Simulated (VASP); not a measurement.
Input of a VASP 6.6.1 run:

The input INCAR:

```
PREC     = Accurate       # precision mode
ENCUT    = 520            # plane-wave cutoff, eV
EDIFF    = 1E-7           # SCF threshold, eV
ISMEAR   = -1             # smearing method
SIGMA    = 0.05           # smearing width, eV
LREAL    = Auto         
LASPH    = True           # aspherical terms in the spheres
NELM     = 120            # most SCF steps
ALGO     = Normal         # electronic algorithm
ISIF     = 2              # what is computed and relaxed
LWAVE    = False          # write WAVECAR
LCHARG   = False          # write CHGCAR
GGA      = PE             # functional
IVDW     = 12             # dispersion correction
IBRION   = 2              # ionic algorithm
NSW      = 35             # ionic steps
EDIFFG   = -0.3           # ionic threshold
GGA_COMPAT= False        
NELMIN   = 4
```

The input KPOINTS:

```
Automatic mesh
0
Gamma
  1 1 1
```

The input POSCAR:

```
H4CO
1.0
    7.3803230000      0.0000000000      0.0000000000
    0.0000000000      7.3803230000      0.0000000000
    0.0000000000      0.0000000000      7.3803230000
C O H
6 6 24
Direct
    1.0092504000      0.0754039000      0.7261006000
    0.8879283000      0.1946916000      0.2792504000
    0.5937166000      0.6938652000      0.7942360000
    0.5579277000      0.5618408000      0.2418267000
    0.5257119000      0.2030401000      0.8544919000
    0.1302529000      0.5677071000      0.5013697000
    0.9450688000      0.2140375000      0.8437187000
    0.9766513000      0.0280844000      0.2399714000
    0.4250305000      0.7684168000      0.7380253000
    0.3895362000      0.4737101000      0.2094256000
    0.5726555000      0.1022567000      1.0120087000
    0.1411634000      0.4621477000      0.6623378000
    1.1561283000      0.0895951000      0.7216913000
    0.8141868000      0.2033877000      0.8492422000
    0.9764667000     -0.0606223000      0.7761486000
    0.9562963000      0.0896761000      0.5879888000
    0.8337856000      0.2439681000      0.1510539000
    1.0257942000     -0.0178249000      0.3528932000
    0.7752263000      0.1774319000      0.3745553000
    0.9812614000      0.2968449000      0.3334383000
    0.5778900000      0.5471777000      0.7891129000
    0.4367135000      0.8992732000      0.7417850000
    0.7052774000      0.7324714000      0.7039783000
    0.6289685000      0.7326962000      0.9332761000
    0.5548312000      0.6870272000      0.1636427000
    0.3899562000      0.3616966000      0.2781774000
    0.5769130000      0.5961780000      0.3851557000
    0.6737354000      0.4806166000      0.1962866000
    0.5862481000      0.3366347000      0.8712789000
    0.5197236000     -0.0173731000      0.9993217000
    0.5798389000      0.1419743000      0.7302988000
    0.3787459000      0.2193452000      0.8397331000
    0.1468080000      0.4735099000      0.3889118000
    0.1266614000      0.5440643000      0.7640894000
   -0.0012432000      0.6354625000      0.4872039000
    0.2378699000      0.6698856000      0.4935706000
```

Potentials or basis: VASP PAW PBE potentials, release 64 (C, O, H).

Launch:

```bash
$ cat potpaw_PBE.64/C/POTCAR potpaw_PBE.64/O/POTCAR potpaw_PBE.64/H/POTCAR > POTCAR
$ mpirun -np 1 vasp_gam > vasp.out
```

Problem. Estimate the dispersion energy per atom.

Solution. -0.034 eV.

Problem. What does it give for the energy gained by relaxing?

Solution. 19.4 meV/atom.

Problem. What does it give for the band gap on the k mesh?

Solution. 4.62 eV.

Step by step:
```csv
step,energy change (eV),largest force (eV/Å),pressure (GPa)
1,0.0000,0.5452,1.53
2,-0.0108,1.1583,0.72
3,-0.0311,0.4203,1.07
4,-0.0716,0.3828,0.53
5,-0.0759,0.5841,0.29
6,-0.1017,0.3527,0.15
7,-0.1152,0.6932,-0.04
8,-0.1409,0.4249,0.16
9,-0.1626,0.5485,0.59
10,-0.1918,0.3404,0.70
11,-0.2108,0.5736,0.88
12,-0.2401,0.5056,0.80
13,-0.3108,0.4086,0.53
14,-0.3695,0.6643,-0.15
15,-0.4207,0.4546,-0.20
16,-0.4326,0.7882,-0.24
17,-0.4845,0.5605,-0.24
18,-0.5460,0.8980,-0.35
19,-0.5984,0.3564,-0.17
20,-0.6005,0.3525,-0.13
21,-0.6255,0.3021,-0.04
22,-0.6451,0.5683,0.13
23,-0.6677,0.3631,0.15
24,-0.6826,0.5328,0.15
25,-0.6967,0.2569,0.24
```

Caveat: the k points lie up to 0.85 Å⁻¹ apart; the relaxation stopped at a loose force limit of 0.3 eV/Å, so its end isn't a converged minimum.
